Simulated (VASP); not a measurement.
**Fe: single point with PBE**

The system is Fe.

```xyz
1
Lattice="0.0000 1.8260 1.8260 1.8260 0.0000 1.8260 1.8260 1.8260 0.0000" Properties=species:S:1:pos:R:3 pbc="T T T"
Fe    0.0000    0.0000    0.0000
```

```yaml
Program: VASP 6.6.1
Task: single point
Functional: PBE
Potentials_or_basis: VASP PAW PBE potentials, release 64 (Fe)
Cutoff: 520 eV
k_mesh: 12 × 12 × 12
Occupations: fermi-dirac, width 0.1 eV
Spin: collinear spin, ferromagnetic start
Starting_moments: "[2.26] μB"
Fixed_moment: 2.26 μB
```

```
Pressure                                              : -8.9 GPa
Net moment                                            : 2.26 μB per cell
Site moments                                          : Fe +2.27 μB
Valence electrons inside the program's atomic spheres : Fe 7.13
```

Wall time 11 s on 1 thread of Intel(R) Xeon(R) 6975P-C (Granite Rapids) (shared host), peak memory 0.14 GiB.

Caveat: the total moment is fixed, so each spin has its own Fermi level.
